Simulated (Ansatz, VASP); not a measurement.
## One calculation of Ta2AsN, two programs

```xyz
4
Lattice="3.0994 0.0000 0.0000 -1.5497 2.6841 0.0000 0.0000 0.0000 6.7076" Properties=species:S:1:pos:R:3 pbc="T T T"
Ta    1.5497    0.8947    4.7788
Ta    1.5497    0.8947    1.9288
As    0.0000    0.0000    0.0000
N     0.0000    1.7894    3.3538
```

Alike in both runs: functional PBE; k mesh 15 × 15 × 6; occupations fermi-dirac, width 0.15 eV; no spin polarisation.

Ansatz relaxed the structure, and its values are those at the end. VASP's run is a single point on that final structure, the one shown.

|  | VASP | Ansatz |
| --- | --- | --- |
| version | VASP 6.6.1 | Ansatz 0.2.0 |
| potentials or method | VASP PAW PBE potentials, release 64 (Ta_pv, As, N), cutoff 520 eV | scalar-relativistic, plane waves, PAW |
| valence electrons in the cell | 32 | 46 |

Ansatz gave:

```
gap on the k mesh at the Fermi level (eV) : none
pressure (GPa)                            : 0.0
rms of the force components (eV/Å)        : 0.000
```

Q: Which values does VASP return?

A: gap on the k mesh at the Fermi level (eV): none; pressure (GPa): 0.5; rms of the force components (eV/Å): 0.006.

A gap of «none» marks a metal or a gap that the smearing closes. VASP's potentials hold 32 valence electrons a cell and Ansatz's 46, so a difference there can come from the potentials and not from the codes.

Spin-orbit coupling is off throughout.
